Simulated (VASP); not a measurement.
Input of a VASP 6.6.1 run:

The input INCAR:

```
SYSTEM = MoS2
PREC     = Accurate       ! precision mode
ENCUT    = 520            ! plane-wave cutoff, eV
EDIFF    = 1E-6           ! SCF threshold, eV
ISMEAR   = -1             ! smearing method
SIGMA    = 0.05           ! smearing width, eV
LREAL    = .FALSE.        ! projectors in reciprocal space
LASPH    = .TRUE.         ! aspherical terms in the spheres
NELM     = 100            ! most SCF steps
ALGO     = Normal         ! electronic algorithm
ISIF     = 2              ! what is computed and relaxed
LWAVE    = .FALSE.        ! write WAVECAR
LCHARG   = .FALSE.        ! write CHGCAR
GGA      = PS             ! functional
IVDW     = 13             ! dispersion correction
NBANDS   = 20             ! bands
```

KPOINTS

```
Automatic mesh
0
G
  10 10 10
  0 0 0
```

Contents of POSCAR:

```
MoS2
1.0
    1.5489764718      0.8943019830      5.8915280569
   -1.5489764718      0.8943019830      5.8915280569
    0.0000000000     -1.7886039659      5.8915280569
Mo S
1 2
Direct
    0.0000000000      0.0000000000      0.0000000000
    0.2425470006      0.2425470006      0.2425470006
    0.7574529994      0.7574529994      0.7574529994
```

Potentials or basis: VASP PAW PBE potentials, release 64 (Mo_sv, S).

Launch:

```sh
$ cat potpaw_PBE.64/Mo_sv/POTCAR potpaw_PBE.64/S/POTCAR > POTCAR
$ mpirun -np 1 vasp_std > vasp.out
```

(1) Predict the dispersion energy per atom.

(2) Estimate the band gap on the k mesh.

(3) Estimate the pressure.

Answers

(1) -0.267 eV.

(2) zero (bands 13 and 14 overlap by 0.34 eV).

(3) 0.0 GPa.

Caveat: the PAW data sets were made with another functional, which shifts forces and pressure a little.
